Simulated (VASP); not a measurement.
# MgRh (Pm-3m) in VASP: further runs

The runs below take MgRh through single point, with LDA.

Program: VASP 6.6.1. These are calculated values, not measurements. Logs are shortened: lines on timing, memory, paths and dates and some standing lists are left out, and cuts for length are marked.

## Step 1: The cell of the first run

It takes space group Pm-3m (No. 221, cubic). The conventional cell has a = 3.120 Å, b = 3.120 Å, c = 3.120 Å, α = 90.00°, β = 90.00°, γ = 90.00°. Within 3.6 Å of Mg (site symmetry m-3m) lie 8 Rh at 2.70 Å and 6 Mg at 3.12 Å. Rh (site symmetry m-3m) has 8 Mg at 2.70 Å and 6 Rh at 3.12 Å within 3.6 Å.

## Step 2: Single point, LDA

File INCAR:

```
SYSTEM = MgRh
PREC     = Accurate       ! precision mode
ENCUT    = 520            ! plane-wave cutoff, eV
EDIFF    = 1E-6           ! SCF threshold, eV
ISMEAR   = 1              ! smearing method
SIGMA    = 0.1            ! smearing width, eV
LREAL    = .FALSE.        ! projectors in reciprocal space
LASPH    = .TRUE.         ! aspherical terms in the spheres
NELM     = 100            ! most SCF steps
ALGO     = Normal         ! electronic algorithm
ISIF     = 2              ! what is computed and relaxed
LWAVE    = .FALSE.        ! write WAVECAR
LCHARG   = .FALSE.        ! write CHGCAR
NBANDS   = 16             ! bands
```

File KPOINTS:

```
regular mesh
0
G
  7 7 7
  0 0 0
```

File POSCAR:

```
MgRh
1.0
    3.1197251015      0.0000000000      0.0000000000
    0.0000000000      3.1197251015      0.0000000000
    0.0000000000      0.0000000000      3.1197251015
Mg Rh
1 1
Direct
    0.0000000000      0.0000000000      0.0000000000
    0.5000000000      0.5000000000      0.5000000000
```

Potentials or basis: VASP PAW LDA potentials, release 64 (Mg, Rh_pv).

Run with:

```
cat potpaw_LDA.64/Mg/POTCAR potpaw_LDA.64/Rh_pv/POTCAR > POTCAR
mpirun -np 1 vasp_std > vasp.out
```

OUTCAR:

```text
SYSTEM = MgRh
   PREC = Accurate
   ENCUT = 520
   EDIFF = 1E-6
   ISMEAR = 1
   LREAL = .FALSE.
   LASPH = .TRUE.
   NELM = 100
   ISIF = 2

 ion  position               nearest neighbor table
   1  0.000  0.000  0.000-   2 2.70   2 2.70   2 2.70   2 2.70   2 2.70   2 2.70   2 2.70   2 2.70

   2  0.500  0.500  0.500-   1 2.70   1 2.70   1 2.70   1 2.70   1 2.70   1 2.70   1 2.70   1 2.70

  LATTYP: Found a simple cubic cell.
 ALAT       =     3.1197251015

  Lattice vectors:

 A1 = (   3.1197251015,   0.0000000000,   0.0000000000)
 A2 = (   0.0000000000,   3.1197251015,   0.0000000000)
 A3 = (   0.0000000000,   0.0000000000,   3.1197251015)

Analysis of symmetry for initial positions (statically):
=====================================================================
 Subroutine PRICEL returns:
 Original cell was already a primitive cell.

 Routine SETGRP: Setting up the symmetry group for a
 simple cubic supercell.

 Subroutine GETGRP returns: Found 48 space group operations
 (whereof 48 operations were pure point group operations)
 out of a pool of 48 trial point group operations.

The static configuration has the point symmetry O_h .

Analysis of symmetry for dynamics (positions and initial velocities):
=====================================================================
 Subroutine PRICEL returns:
 Original cell was already a primitive cell.

 Routine SETGRP: Setting up the symmetry group for a
 simple cubic supercell.

 Subroutine GETGRP returns: Found 48 space group operations
 (whereof 48 operations were pure point group operations)
 out of a pool of 48 trial point group operations.

The dynamic configuration has the point symmetry O_h .

 Subroutine INISYM returns: Found 48 space group operations
 (whereof 48 operations are pure point group operations),
 and found     1 'primitive' translations

----------------------------------------------------------------------------------------

                                     Primitive cell

  volume of cell :      30.3633

  direct lattice vectors                    reciprocal lattice vectors
     3.119725101  0.000000000  0.000000000     0.320541063  0.000000000  0.000000000
     0.000000000  3.119725101  0.000000000     0.000000000  0.320541063  0.000000000
     0.000000000  0.000000000  3.119725101     0.000000000  0.000000000  0.320541063

  length of vectors
     3.119725101  3.119725101  3.119725101     0.320541063  0.320541063  0.320541063

  position of ions in fractional coordinates (direct lattice)
     0.000000000  0.000000000  0.000000000
     0.500000000  0.500000000  0.500000000

  ion indices of the primitive-cell ions
   primitive index   ion index
                 1           1
                 2           2

----------------------------------------------------------------------------------------

 KPOINTS: regular mesh

Automatic generation of k-mesh.
 Grid dimensions read from file:
 generate k-points for:    7    7    7

 Generating k-lattice:

  Cartesian coordinates                     Fractional coordinates (reciprocal lattice)
     0.045791580  0.000000000  0.000000000     0.142857143  0.000000000  0.000000000
     0.000000000  0.045791580  0.000000000     0.000000000  0.142857143  0.000000000
     0.000000000  0.000000000  0.045791580     0.000000000  0.000000000  0.142857143

  Length of vectors
     0.045791580  0.045791580  0.045791580

  Shift w.r.t. Gamma in fractional coordinates (k-lattice)
     0.000000000  0.000000000  0.000000000

 Subroutine IBZKPT returns following result:
 ===========================================

 Found     20 irreducible k-points:

 Following reciprocal coordinates:
            Coordinates               Weight
  0.000000  0.000000  0.000000      1.000000
  0.142857  0.000000  0.000000      6.000000
  0.285714  0.000000  0.000000      6.000000
  0.428571  0.000000  0.000000      6.000000
  0.142857  0.142857  0.000000     12.000000
  0.285714  0.142857  0.000000     24.000000
[... 12 lines left out ...]
  0.428571  0.428571  0.285714     24.000000
  0.428571  0.428571  0.428571      8.000000
   k-points           NKPTS =     20   k-points in BZ     NKDIM =     20   number of bands    NBANDS=     16
   number of dos      NEDOS =    301   number of ions     NIONS =      2
   total plane-waves  NPLWV =  13824
   dimension x,y,z NGX =    24 NGY =   24 NGZ =   24
   dimension x,y,z NGXF=    48 NGYF=   48 NGZF=   48
   ions per type =               1   1
   NGX,Y,Z   is equivalent  to a cutoff of  12.79, 12.79, 12.79 a.u.
   NGXF,Y,Z  is equivalent  to a cutoff of  25.58, 25.58, 25.58 a.u.
 SYSTEM =  MgRh
   PREC   = accura    normal or accurate (medium, high low for compatibility)
   ISTART =      0    job   : 0-new  1-cont  2-samecut
   ICHARG =      2    charge: 1-file 2-atom 10-const
   ISPIN  =      1    spin polarized calculation?
   LNONCOLLINEAR =      F non collinear calculations
   LSORBIT =      F    spin-orbit coupling
   LASPH  =      T    aspherical Exc in radial PAW
   ENCUT  =  520.0 eV  38.22 Ry    6.18 a.u.   5.80  5.80  5.80*2*pi/ulx,y,z
   NELM   =    100;   NELMIN=  2; NELMDL= -5     # of ELM steps
   EDIFF  = 0.1E-05   stopping-criterion for ELM
   LREAL  =      F    real-space projection
   EDIFFG = 0.1E-04   stopping-criterion for IOM
   NSW    =      0    number of steps for IOM
   IBRION =     -1    ionic relax: 0-MD 1-quasi-New 2-CG
   NFREE  =      0    steps in history (QN), initial steepest desc. (CG)
   ISIF   =      2    stress and relaxation
   ISYM   =      2    0-nonsym 1-usesym 2-fastsym
   POTIM  = 0.5000    time-step for ionic-motion
   TEBEG  =    0.0;   TEEND  =   0.0 temperature during run
   PSTRESS=    0.0 pullay stress
   NELECT =      17.0000    total number of electrons
   NUPDOWN=      -1.0000    fix difference up-down
   EMIN   =  10.00;   EMAX   =-10.00  energy-range for DOS
   EFERMI =   0.00;   METHOD = LEGACY
   ISMEAR =     1;   SIGMA  =   0.10  broadening in eV -4-tet -1-fermi 0-gaus
   EFERMI_NEDOS =   21; number of points for ismear=-14 and -15
   IALGO  =     38    algorithm
   IMIX   =      4    mixing-type and parameters
     AMIX     =   0.40;   BMIX     =  1.00
     AMIX_MAG =   1.60;   BMIX_MAG =  1.00
  volume/ion in A,a.u.               =      15.18       102.45
  Fermi-wavevector in a.u.,A,eV,Ry     =   1.349299  2.549805 24.770867  1.820607
  Thomas-Fermi vector in A             =   2.476897
   LORBIT       =      0    0 simple, 1 ext, 2 COOP (PROOUT), +10 PAW based schemes
   GGA     = CA    functional components
   LHFCALC =     F    Hartree Fock is set to
   AEXX    =    0.0000 exact exchange contribution
   IVDW    =     0    specifies the selected vdW correction
   LEPSILON=     F    determine dielectric tensor
   LRPA    =     F    only Hartree local field effects (RPA)
 non-spin polarized calculation
 Methfessel and Paxton  Order N= 1 SIGMA  =   0.10
  energy-cutoff  :      520.00
  volume of cell :       30.36
 maximum number of plane-waves:       829
 NGX is ok and might be reduce to    24
   NGX = 11   NGY = 11   NGZ = 11

 number of electron      17.0000005 magnetization

 Free energy of the ion-electron system (eV)
  ---------------------------------------------------
  ext. energy  EPLUGINS =         0.00000000
  ---------------------------------------------------
  free energy    TOTEN  =       -11.43101065 eV

  energy without entropy =      -11.43027161  energy(sigma->0) =      -11.43076430

 E-fermi :   6.4228     XC(G=0): -11.8866

 val. band max:        6.3864746768   @ k =   0.4286   0.4286   0.0000
 cond. band min:       6.4870298086   @ k =   0.4286   0.2857   0.1429
 fundamental gap:      0.1005551318
 Fermi energy:         6.4228379436

 k-point     1 :       0.0000    0.0000    0.0000
  band No.  band energies     occupation
      1     -38.6798      2.00000
      2     -38.6798      2.00000
      3     -38.6798      2.00000
      4      -0.6096      2.00000
      5       3.4435      2.00000
      6       3.4435      2.00000
[... 8 lines left out ...]
     15      22.5315      0.00000
     16      26.5396      0.00000

 k-point     2 :       0.1429    0.0000    0.0000
  band No.  band energies     occupation
      1     -38.6962      2.00000
      2     -38.6785      2.00000
      3     -38.6785      2.00000
      4      -0.2585      2.00000
      5       3.5270      2.00000
      6       3.5980      2.00000
[... 8 lines left out ...]
     15      23.7432      0.00000
     16      25.3812      0.00000

 k-point     3 :       0.2857    0.0000    0.0000
  band No.  band energies     occupation
      1     -38.7329      2.00000
      2     -38.6757      2.00000
      3     -38.6757      2.00000
      4       0.7101      2.00000
      5       3.7244      2.00000
      6       3.8953      2.00000
[... 8 lines left out ...]
     15      23.2409      0.00000
     16      23.2409      0.00000

 k-point     4 :       0.4286    0.0000    0.0000
  band No.  band energies     occupation
      1     -38.7622      2.00000
      2     -38.6734      2.00000
      3     -38.6734      2.00000
      4       1.9261      2.00000
      5       3.8452      2.00000
      6       3.8940      2.00000
[... 8 lines left out ...]
     15      21.4116      0.00000
     16      21.4116      0.00000

 k-point     5 :       0.1429    0.1429    0.0000
  band No.  band energies     occupation
      1     -38.6953      2.00000
      2     -38.6944      2.00000
      3     -38.6773      2.00000
      4       0.0856      2.00000
      5       3.6336      2.00000
      6       3.7388      2.00000
[... 8 lines left out ...]
     15      23.5944      0.00000
     16      24.7312      0.00000

 k-point     6 :       0.2857    0.1429    0.0000
  band No.  band energies     occupation
      1     -38.7314      2.00000
      2     -38.6918      2.00000
      3     -38.6744      2.00000
      4       1.0277      2.00000
      5       3.8001      2.00000
      6       4.0445      2.00000
[... 8 lines left out ...]
     15      21.9463      0.00000
     16      23.3152      0.00000

 k-point     7 :       0.4286    0.1429    0.0000
  band No.  band energies     occupation
      1     -38.7605      2.00000
      2     -38.6894      2.00000
      3     -38.6721      2.00000
      4       2.2291      2.00000
      5       3.5986      2.00000
      6       4.0841      2.00000
[... 8 lines left out ...]
     15      21.3741      0.00000
     16      23.0814      0.00000

 k-point     8 :       0.2857    0.2857    0.0000
  band No.  band energies     occupation
      1     -38.7285      2.00000
      2     -38.7271      2.00000
      3     -38.6715      2.00000
      4       1.8354      2.00000
      5       3.7178      2.00000
      6       4.6239      2.00000
[... 8 lines left out ...]
     15      22.9629      0.00000
     16      23.0484      0.00000

 k-point     9 :       0.4286    0.2857    0.0000
  band No.  band energies     occupation
      1     -38.7566      2.00000
      2     -38.7250      2.00000
      3     -38.6691      2.00000
      4       2.6848      2.00000
      5       3.4155      2.00000
      6       4.7848      2.00000
[... 8 lines left out ...]
     15      21.4463      0.00000
     16      22.6356      0.00000
[... 96 lines left out ...]
 k-point    15 :       0.4286    0.2857    0.1429
  band No.  band energies     occupation
      1     -38.7550      2.00000
      2     -38.7236      2.00000
      3     -38.6849      2.00000
      4       2.8285      2.00000
      5       3.7225      2.00000
      6       4.5556      2.00000
[... 8 lines left out ...]
     15      21.4907      0.00000
     16      23.5834      0.00000

 k-point    16 :       0.4286    0.4286    0.1429
  band No.  band energies     occupation
      1     -38.7521      2.00000
      2     -38.7519      2.00000
      3     -38.6825      2.00000
      4       2.7144      2.00000
      5       4.0691      2.00000
      6       4.6187      2.00000
[... 8 lines left out ...]
     15      19.8385      0.00000
     16      23.2228      0.00000

 k-point    17 :       0.2857    0.2857    0.2857
  band No.  band energies     occupation
      1     -38.7238      2.00000
      2     -38.7226      2.00000
      3     -38.7226      2.00000
      4       2.6327      2.00000
      5       4.2150      2.00000
      6       4.2150      2.00000
[... 8 lines left out ...]
     15      18.6738      0.00000
     16      25.1034      0.00000

 k-point    18 :       0.4286    0.2857    0.2857
  band No.  band energies     occupation
      1     -38.7515      2.00000
      2     -38.7206      2.00000
      3     -38.7201      2.00000
      4       3.0318      2.00000
      5       3.9161      2.00000
      6       4.0215      2.00000
[... 8 lines left out ...]
     15      19.3288      0.00000
     16      22.9357      0.00000

 k-point    19 :       0.4286    0.4286    0.2857
  band No.  band energies     occupation
      1     -38.7488      2.00000
      2     -38.7486      2.00000
      3     -38.7178      2.00000
      4       3.0045      2.00000
      5       3.7679      2.00000
      6       3.8329      2.00000
[... 8 lines left out ...]
     15      17.4033      0.00000
     16      20.3595      0.00000

 k-point    20 :       0.4286    0.4286    0.4286
  band No.  band energies     occupation
      1     -38.7461      2.00000
      2     -38.7460      2.00000
      3     -38.7460      2.00000
      4       3.2210      2.00000
      5       3.3892      2.00000
      6       3.3892      2.00000
[... 8 lines left out ...]
     15      15.8512      0.00000
     16      17.7172      0.00000

------------------------ aborting loop because EDIFF is reached ----------------------------------------

  FORCE on cell =-STRESS in cart. coord.  units (eV):
  Direction    XX          YY          ZZ          XY          YZ          ZX
  --------------------------------------------------------------------------------------
  -------------------------------------------------------------------------------------
  Total       -1.6520707     -1.6520707     -1.6520707      0.0000000      0.0000000     -0.0000000
  in kB      -87.1746522    -87.1746522    -87.1746522      0.0000000      0.0000000     -0.0000000
  external PRESSURE =     -87.1746522 kB  Pullay stress =       0.0000000 kB

 VOLUME and BASIS-vectors are now :
 -----------------------------------------------------------------------------
  energy-cutoff  :      520.00
  volume of cell :       30.36
      direct lattice vectors                 reciprocal lattice vectors
     3.119725101  0.000000000  0.000000000     0.320541063  0.000000000  0.000000000
     0.000000000  3.119725101  0.000000000     0.000000000  0.320541063  0.000000000
     0.000000000  0.000000000  3.119725101     0.000000000  0.000000000  0.320541063

 POSITION                                       TOTAL-FORCE (eV/Angst)
 -----------------------------------------------------------------------------------
      0.00000      0.00000      0.00000         0.000000      0.000000      0.000000
      1.55986      1.55986      1.55986         0.000000      0.000000      0.000000
 -----------------------------------------------------------------------------------
    total drift:                                0.000000     -0.000000     -0.000000

  FREE ENERGIE OF THE ION-ELECTRON SYSTEM (eV)
  ---------------------------------------------------
  free  energy   TOTEN  =       -11.4310106501 eV

  energy  without entropy=      -11.4302716050  energy(sigma->0) =      -11.43076430
```

It took 2.9 s on 1 thread of Intel Xeon 6975P-C (Granite Rapids), shared host; peak memory 0.13 GiB.

Results:

```
Free energy : -11.4310 eV
Pressure    : -8.7 GPa
```

(Continued in part 2 of 2.)
